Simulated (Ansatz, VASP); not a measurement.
Two plane-wave programs on HfNiS4

The input INCAR:

```
ALGO = Normal ; EDIFF = 1E-6
ENCUT = 520 ; GGA = PE
ISIF = 2 ; ISMEAR = 0
ISPIN = 2 ; LASPH = True
LCHARG = False ; LMAXMIX = 4
LORBIT = 11 ; LREAL = False
LWAVE = False ; MAGMOM = 0 2 0 0 0 0
NBANDS = 35 ; NELM = 150
PREC = Accurate ; SIGMA = 0.1
```

The input KPOINTS:

```
k-points
0
Gamma
  4 4 4
```

The input POSCAR:

```
HfNiS4
1.0
    0.0000000000      3.8847400700      3.8847400700
    3.8847400700      0.0000000000      3.8847400700
    3.8847400700      3.8847400700      0.0000000000
Hf Ni S
1 1 4
Direct
    0.2500000000      0.2500000000      0.2500000000
    0.0000000000      0.0000000000      0.0000000000
    0.1240070500      0.6253309800      0.6253309800
    0.6253309800      0.1240070500      0.6253309800
    0.6253309800      0.6253309800      0.1240070500
    0.6253309800      0.6253309800      0.6253309800
```

Input for Ansatz:

```yaml
crystal:
  lattice:
    - [0.0, 3.88474007, 3.88474007]
    - [3.88474007, 0.0, 3.88474007]
    - [3.88474007, 3.88474007, 0.0]
  atoms:
    - { symbol: Hf, position: [0.25, 0.25, 0.25] }
    - { symbol: Ni, position: [0.0, 0.0, 0.0], spin: 2.0 }
    - { symbol: S, position: [0.12400705, 0.62533098, 0.62533098] }
    - { symbol: S, position: [0.62533098, 0.12400705, 0.62533098] }
    - { symbol: S, position: [0.62533098, 0.62533098, 0.12400705] }
    - { symbol: S, position: [0.62533098, 0.62533098, 0.62533098] }
basis:
  ecutwfc: 420
kpoints:
  mp_grid: { grid: [4, 4, 4] }
hamiltonian:
  xc: pbe
scf:
  occupations: { method: gaussian, width: 0.1 }
  lower_state_search: "off"
output:
  forces: true
  stress: true
  eigenvalues: true
  populations: true
magnetization:
  spin_polarized: true
```

Change from the starting cell: species swapped into the ErInCo4 type (F-43m, No. 216).

Alike in both runs: task single point; functional PBE; k mesh 4 × 4 × 4; occupations gaussian, width 0.1 eV; collinear spin.

|  | VASP | Ansatz |
| --- | --- | --- |
| version | VASP 6.6.1 | Ansatz 0.2.0 |
| potentials or method | VASP PAW PBE potentials, release 64 (Hf_pv, Ni, S), cutoff 520 eV | scalar-relativistic, plane waves, PAW |
| valence electrons in the cell | 44 | 68 |

VASP gave:

- gap on the k mesh at the Fermi level (eV): none
- pressure (GPa): -11.1
- rms of the force components (eV/Å): 0.008
- net moment per atom (μB): 0.17
- size of the moment on the site where the two differ most (μB): 0.61

Estimate Ansatz's values.

gap on the k mesh at the Fermi level (eV): none; pressure (GPa): -10.8; rms of the force components (eV/Å): 0.012; net moment per atom (μB): 0.18; size of the moment on the site where the two differ most (μB): 0.66.

Site moments also hang on the region over which each program counts them. Atom by atom the forces differ by 0.004 eV/Å (rms over components). A gap of «none» marks a metal or a gap that the smearing closes. The functional is the same, so the differences come from potentials, cutoffs and numerics. VASP's potentials hold 44 valence electrons a cell and Ansatz's 68, so a difference there can come from the potentials and not from the codes.

Spin-orbit coupling is off throughout.
